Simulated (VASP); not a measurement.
# CaBe in VASP: a series of runs, part 2 of 2

VASP 6.6.1. The steps go on from the part before.

### Step 4. Single point, PBEsol

Input file INCAR:

```
SYSTEM = CaBe
  PREC = Accurate
  ENCUT = 520
  EDIFF = 1E-7
  ISMEAR = 0
  SIGMA = 0.1
  LREAL = .False.
  LASPH = .True.
  NELM = 80
  ALGO = Fast
  ISIF = 2
  LWAVE = .False.
  LCHARG = .True.
  GGA = PS
  LELF = .True.
  LVHAR = .True.
  NBANDS = 13
```

Input file KPOINTS:

```
Automatic mesh
0
Gamma
  8 16 16
  0 0 0
```

Input file POSCAR:

```
CaBe
1.0
    3.4540112757      0.0000000000      0.0000000000
    0.0000000000      2.4711218617      2.4712629357
    0.0000000000     -2.4711218617      2.4712629357
Ca Be
1 1
Direct
    0.5000000000      0.7500000389      0.7500000389
    0.0000000000      0.2499999611      0.2499999611
```

Potentials or basis: VASP PAW PBE potentials, release 64 (Ca_sv, Be).

Command:

```sh
$ cat potpaw_PBE.64/Ca_sv/POTCAR potpaw_PBE.64/Be/POTCAR > POTCAR
$ mpirun -np 1 vasp_std > vasp.out
```

OUTCAR:

```text
SYSTEM = CaBe
   PREC = Accurate
   ENCUT = 520
   EDIFF = 1E-7
   ISMEAR = 0
   LREAL = .False.
   LASPH = .True.
   NELM = 80
   ISIF = 2
   GGA = PS

 ion  position               nearest neighbor table
   1  0.500  0.750  0.750-
   2  0.000  0.250  0.250-

  LATTYP: Found a base centered orthorhombic cell.
 ALAT       =     4.9422437234
 B/A-ratio  =     1.0000570891
 C/A-ratio  =     0.6988751403

  Lattice vectors:

 A1 = (   0.0000000000,   2.4711218617,  -2.4712629357)
 A2 = (   0.0000000000,   2.4711218617,   2.4712629357)
 A3 = (   3.4540112757,   0.0000000000,   0.0000000000)

Analysis of symmetry for initial positions (statically):
=====================================================================
 Subroutine PRICEL returns:
 Original cell was already a primitive cell.

 Routine SETGRP: Setting up the symmetry group for a
 base centered orthorhombic supercell.

 Subroutine GETGRP returns: Found  8 space group operations
 (whereof  4 operations were pure point group operations)
 out of a pool of  8 trial point group operations.

The static configuration has the point symmetry C_2v.
 The point group associated with its full space group is D_2h.

Analysis of symmetry for dynamics (positions and initial velocities):
=====================================================================
 Subroutine PRICEL returns:
 Original cell was already a primitive cell.

 Routine SETGRP: Setting up the symmetry group for a
 base centered orthorhombic supercell.

 Subroutine GETGRP returns: Found  8 space group operations
 (whereof  4 operations were pure point group operations)
 out of a pool of  8 trial point group operations.

The dynamic configuration has the point symmetry C_2v.
 The point group associated with its full space group is D_2h.

 Subroutine INISYM returns: Found  8 space group operations
 (whereof  4 operations are pure point group operations),
 and found     1 'primitive' translations

----------------------------------------------------------------------------------------

[... 117 lines left out ...]
   GGA     = PS    functional components
   LHFCALC =     F    Hartree Fock is set to
   AEXX    =    0.0000 exact exchange contribution
   IVDW    =     0    specifies the selected vdW correction
   LEPSILON=     F    determine dielectric tensor
   LRPA    =     F    only Hartree local field effects (RPA)
 non-spin polarized calculation
 RMM-DIIS sequential band-by-band and
 Gauss-broadening in eV      SIGMA  =   0.10
  energy-cutoff  :      520.00
  volume of cell :       42.19
 maximum number of plane-waves:      1161
 NGX is ok and might be reduce to    28
   NGX = 13   NGY = 13   NGZ = 13

 number of electron      12.0000000 magnetization

 Free energy of the ion-electron system (eV)
  ---------------------------------------------------
  ext. energy  EPLUGINS =         0.00000000
  ---------------------------------------------------
  free energy    TOTEN  =        -5.30814513 eV

  energy without entropy =       -5.30173057  energy(sigma->0) =       -5.30493785

 E-fermi :   2.8809     XC(G=0):  -9.1058

 val. band max:        2.8724401045   @ k =   0.1250   0.4375   0.3750
 cond. band min:       2.8810174339   @ k =   0.0000   0.2500   0.0000
 fundamental gap:      0.0085773294
 Fermi energy:         2.8809471284

 k-point     1 :       0.0000    0.0000    0.0000
  band No.  band energies     occupation
      1     -37.3862      2.00000
      2     -18.3963      2.00000
      3     -18.3963      2.00000
      4     -18.3918      2.00000
      5      -2.7677      2.00000
      6       4.4674      0.00000
      7       4.4884      0.00000
      8       6.8773      0.00000
      9       6.8774      0.00000
     10       7.0806      0.00000
     11       8.2931      0.00000
     12       8.3451      0.00000
     13       8.3452      0.00000
[... 354 lines left out ...]
  band No.  band energies     occupation
      1     -37.3541      2.00000
      2     -18.6200      2.00000
      3     -18.4980      2.00000
      4     -18.3612      2.00000
      5      -0.4617      2.00000
      6       2.0704      2.00000
      7       3.7176      0.00000
      8       5.6639      0.00000
      9       5.9906      0.00000
     10       7.5683      0.00000
     11       8.7768      0.00000
     12       9.9298      0.00000
     13      10.2729      0.00000

 [... further k-points ...]
[... 5 lines left out ...]
  --------------------------------------------------------------------------------------
  -------------------------------------------------------------------------------------
  Total        0.0243007      0.0276222      0.0263068      0.0000000      0.0000000      0.0000000
  in kB        0.9229169      1.0490635      0.9991050      0.0000000      0.0000000      0.0000000
  external PRESSURE =       0.9903618 kB  Pullay stress =       0.0000000 kB

 VOLUME and BASIS-vectors are now :
 -----------------------------------------------------------------------------
  energy-cutoff  :      520.00
  volume of cell :       42.19
      direct lattice vectors                 reciprocal lattice vectors
     3.454011276  0.000000000  0.000000000     0.289518453  0.000000000  0.000000000
     0.000000000  2.471121862  2.471262936     0.000000000  0.202337249  0.202325699
     0.000000000 -2.471121862  2.471262936     0.000000000 -0.202337249  0.202325699

 POSITION                                       TOTAL-FORCE (eV/Angst)
 -----------------------------------------------------------------------------------
      1.72701      0.00000      3.70689         0.000000      0.000000      0.000000
      0.00000      0.00000      1.23563         0.000000      0.000000     -0.000000
 -----------------------------------------------------------------------------------
    total drift:                                0.000000     -0.000000     -0.000005

  FREE ENERGIE OF THE ION-ELECTRON SYSTEM (eV)
  ---------------------------------------------------
  free  energy   TOTEN  =        -5.3081451291 eV

  energy  without entropy=       -5.3017305678  energy(sigma->0) =       -5.30493785
```

OSZICAR:

```text
N       E                     dE             d eps       ncg     rms          rms(c)
DAV:   1     0.769805737385E+02    0.76981E+02   -0.59410E+03  9490   0.840E+02
DAV:   2    -0.155636305307E+01   -0.78537E+02   -0.77033E+02 10610   0.229E+02
DAV:   3    -0.522089551134E+01   -0.36645E+01   -0.36450E+01 17390   0.416E+01
DAV:   4    -0.533772021690E+01   -0.11682E+00   -0.11671E+00 11269   0.480E+00
DAV:   5    -0.533989287520E+01   -0.21727E-02   -0.21724E-02 14985   0.571E-01    0.282E+00
RMM:   6    -0.531897767543E+01    0.20915E-01   -0.74123E-03  9678   0.103E+00    0.173E+00
RMM:   7    -0.530739195424E+01    0.11586E-01   -0.28536E-02 11887   0.194E+00    0.139E-01
RMM:   8    -0.530793839588E+01   -0.54644E-03   -0.62700E-03 13776   0.497E-01    0.531E-02
RMM:   9    -0.530806740879E+01   -0.12901E-03   -0.13197E-03 13964   0.259E-01    0.299E-02
RMM:  10    -0.530812570780E+01   -0.58299E-04   -0.39826E-04 14823   0.106E-01    0.367E-02
RMM:  11    -0.530813800353E+01   -0.12296E-04   -0.26412E-04 14751   0.105E-01    0.272E-02
RMM:  12    -0.530814437588E+01   -0.63724E-05   -0.65839E-05 15381   0.423E-02    0.270E-02
RMM:  13    -0.530815241841E+01   -0.80425E-05   -0.34217E-05 15373   0.313E-02    0.448E-02
RMM:  14    -0.530814387987E+01    0.85385E-05   -0.11299E-05 13709   0.332E-02    0.118E-02
RMM:  15    -0.530814478373E+01   -0.90387E-06   -0.60399E-06 14080   0.246E-02    0.442E-03
RMM:  16    -0.530814509352E+01   -0.30979E-06   -0.17622E-06 14898   0.994E-03    0.578E-03
RMM:  17    -0.530814512907E+01   -0.35549E-07   -0.47578E-07 11992   0.301E-03
   1 F= -.53081451E+01 E0= -.53049378E+01  d E =-.641456E-02
```

It took 4.2 min on 1 thread of Intel Xeon Platinum 8259CL at 2.50GHz (Skylake/Cascade Lake), shared host; peak memory 0.32 GiB.

Results:

* Free energy: -5.3081 eV
* Pressure: 0.1 GPa
* Band gap on the k mesh: zero (band 6 reaches 4.47 eV, above the bottom of band 7 at 2.05 eV)

Levels at points of the mesh, in eV from the Fermi level:
```tsv
k point	band 3	band 4	band 5	band 6	band 7	band 8	band 9	band 10
(0.00, 0.00, 0.00)	-21.28	-21.27	-5.65	1.59	1.61	4.00	4.00	4.20
(0.50, 0.00, 0.00)	-21.25	-21.25	-2.89	-2.53	2.47	2.48	2.48	5.64
(0.00, 0.50, 0.00)	-21.25	-21.25	-2.97	-2.57	2.43	2.47	2.63	5.67
(0.50, 0.50, 0.00)	-21.49	-21.23	-2.26	-0.18	-0.14	1.53	4.10	4.15
(0.00, 0.50, 0.50)	-21.50	-21.23	-2.31	-0.20	-0.20	1.47	4.22	4.22
(0.50, 0.50, 0.50)	-21.46	-21.46	-0.84	-0.84	-0.83	1.38	5.44	5.44
```

Caveat: the PAW data sets were made with another functional, which shifts forces and pressure a little.

### Step 5. The runs side by side

| cell | k mesh | smearing | further INCAR settings | gap on the mesh (eV) | pressure (GPa) |
| --- | --- | --- | --- | --- | --- |
| a = 3.481 Å, 2 atoms | 12 × 12 × 12 | gaussian 0.1 eV | ALGO = Fast; EDIFF = 1e-06; NBANDS = 13 | none | 0.1 |
| a = 3.485 Å, 2 atoms | 12 × 12 × 12 | fermi-dirac 0.15 eV | ALGO = Fast; EDIFF = 1e-07; NBANDS = 13 | none | 0.1 |
| a = 3.454, b = 3.495, c = 3.495 Å, 2 atoms | 8 × 16 × 16 | gaussian 0.1 eV | ALGO = Fast; EDIFF = 1e-07; NBANDS = 13 | none | 0.1 |

Alike in all rows: task single point; level PBEsol; potentials or basis VASP PAW PBE potentials, release 64 (Ca_sv, Be); no spin polarisation; cutoff (eV) 520.

Caveats: the PAW data sets were made with another functional, which shifts forces and pressure a little.

Total energies depend on the potentials used, so only differences within one code and one set of settings carry meaning.
